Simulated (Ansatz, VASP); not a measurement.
Two plane-wave programs on Ag

```
CELL_PARAMETERS angstrom
2.53684 -1.46950 -0.09805
2.53684 1.46950 -0.09805
-1.28880 0.00000 9.63065
ATOMIC_POSITIONS crystal
Ag 0.20834 0.20834 0.12471
Ag 0.79166 0.79166 0.87529
Ag 0.37468 0.37468 0.62529
Ag 0.62532 0.62532 0.37471
```

Alike in both runs: functional PBE; k mesh 18 × 18 × 6; occupations gaussian, width 0.1 eV; no spin polarisation.

Ansatz relaxed the structure, and its values are those at the end. VASP's run is a single point on that final structure, the one shown.

|  | VASP | Ansatz |
| --- | --- | --- |
| version | VASP 6.6.1 | Ansatz 0.2.0 |
| potentials or method | VASP PAW PBE potentials, release 64 (Ag), cutoff 520 eV | scalar-relativistic, plane waves, PAW |
| valence electrons in the cell | 44 | 76 |

VASP gave:

```
gap on the k mesh at the Fermi level (eV) : none
pressure (GPa)                            : -0.1
```

Task: Estimate Ansatz's values.

Result: gap on the k mesh at the Fermi level (eV): none; pressure (GPa): 0.0.

A gap of «none» marks a metal or a gap that the smearing closes. VASP's potentials hold 44 valence electrons a cell and Ansatz's 76, so a difference there can come from the potentials and not from the codes.
